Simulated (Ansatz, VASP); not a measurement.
BaTiO3: VASP beside Ansatz

```
Ba Ti O
1.0
     4.00730    0.00000    0.00000
     0.00000    4.00730    0.00000
     0.00000    0.00000    4.00730
Ba Ti O
1 1 3
Direct
  0.50000 0.50000 0.50000
  0.00000 0.00000 0.00000
  0.50000 0.00000 0.00000
  0.00000 0.50000 0.00000
  0.00000 0.00000 0.50000
```

Alike in both runs: task electric field gradients; functional PBE; k mesh 8 × 8 × 8; occupations fermi-dirac, width 0.05 eV; no spin polarisation.

```csv
,VASP,Ansatz
version,VASP 6.6.1,Ansatz 0.2.0
potentials or method,"VASP PAW PBE potentials, release 64 (Ba_sv, Ti_sv, O)","PAW with Ansatz's default frozen-core files, scalar-relativistic"
plane-wave cutoff (eV),520,420
valence electrons in the cell,40,40
```

|  | VASP | Ansatz | Ansatz less VASP |
| --- | --- | --- | --- |
| pressure (GPa) | 3.2 | 1.5 | -1.76 |
| size of Vzz on the site where it differs most (V/Å²) | 25.2 | 26.0 | +0.87 |

With one functional, cell and mesh, what is left measures potentials, basis and numerics.

Spin-orbit coupling is off throughout.
